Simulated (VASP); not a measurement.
CaO: relaxation of cell and atoms with PBE

CaO:

```
CELL_PARAMETERS angstrom
0.00000 2.41709 2.41709
2.41709 0.00000 2.41709
2.41709 2.41709 0.00000
ATOMIC_POSITIONS crystal
Ca 0.00000 0.00000 0.00000
O 0.50000 0.50000 0.50000
```

```
Program                : VASP 6.6.1
Task                   : relaxation of cell and atoms
Functional             : PBE
Potentials or basis    : VASP PAW PBE potentials, release 64 (Ca_sv, O)
Cutoff                 : 600 eV
k mesh                 : 8 × 8 × 8
Occupations            : gaussian, width 0.02 eV
Spin                   : no spin polarisation
Dipole correction      : no
Further INCAR settings : ALGO = Normal; EDIFF = 1e-06; IBRION = 2; EDIFFG = -0.01; NSW = 100; ISIF = 3
```

The relaxed volume is 14.16 Å³/atom and the relaxed cell is a = 3.421 Å, b = 3.421 Å, c = 3.421 Å, α = 60.00°, β = 60.00°, γ = 60.00°. The space group after relaxing (to 0.05 Å) is Fm-3m (No. 225) and the energy gained by relaxing is 0.0 meV/atom. The ionic steps are 2, the pressure after relaxing is 0.0 GPa and the band gap on the k mesh is 3.64 eV, indirect (least direct gap 4.02 eV).

Final structure:
```
CELL_PARAMETERS angstrom
0.00000 2.41933 2.41933
2.41933 0.00000 2.41933
2.41933 2.41933 0.00000
ATOMIC_POSITIONS crystal
Ca 0.00000 0.00000 0.00000
O 0.50000 0.50000 0.50000
```

Levels at points of the mesh, in eV from the valence-band top:
```tsv
k point	band 5	band 6	band 7	band 8	band 9	band 10	band 11	band 12
(0.00, 0.00, 0.00)	-15.49	0.00	0.00	0.00	4.55	6.18	6.18	6.18
(0.50, 0.00, 0.00)	-14.38	-2.59	-1.16	-1.16	6.96	8.25	8.25	8.35
(0.50, 0.50, 0.00)	-15.26	-1.31	-0.38	-0.38	3.64	7.90	8.78	9.40
```

It took 17 s on 1 thread of Intel(R) Xeon(R) Platinum 8259CL CPU @ 2.50GHz (Skylake/Cascade Lake), on a shared host, peak memory 0.17 GiB.

A k mesh can miss the band edges.
